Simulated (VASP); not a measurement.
**Ca: single point with r2SCAN**

The system is Ca.

```
Ca
1.0
     0.00000    2.81271    2.81271
     2.81271    0.00000    2.81271
     2.81271    2.81271    0.00000
Ca
1
Direct
  0.00000 0.00000 0.00000
```

```yaml
Program: VASP 6.6.1
Task: single point
Functional: r2SCAN
Potentials_or_basis: VASP PAW PBE potentials, release 64 (Ca_sv)
Cutoff: 520 eV
k_mesh: 8 × 8 × 8
Occupations: fermi-dirac, width 0.05 eV
Spin: no spin polarisation
Dipole_correction: no
Further_INCAR_settings: ALGO = Normal; EDIFF = 1e-07; NBANDS = 11
```

```yaml
Pressure: -0.5 GPa
Band_gap_on_the_k_mesh: zero (bands 5 and 6 overlap by 0.61 eV)
```

Levels at points of the mesh, in eV from the Fermi level:
| k point | band 3 | band 4 | band 5 | band 6 | band 7 | band 8 |
| --- | --- | --- | --- | --- | --- | --- |
| (0.00, 0.00, 0.00) | -23.88 | -23.88 | -4.14 | 2.69 | 2.69 | 2.69 |
| (0.50, 0.00, 0.00) | -23.90 | -23.90 | -0.87 | -0.27 | 2.56 | 2.56 |
| (0.50, 0.50, 0.00) | -23.93 | -23.93 | -0.30 | 0.84 | 0.90 | 4.42 |

Wall time 2.2 min on 1 thread of AMD EPYC 7R13, with other jobs on the host, peak memory 0.14 GiB.

Caveat: the PAW data sets were made with another functional, which shifts forces and pressure a little.
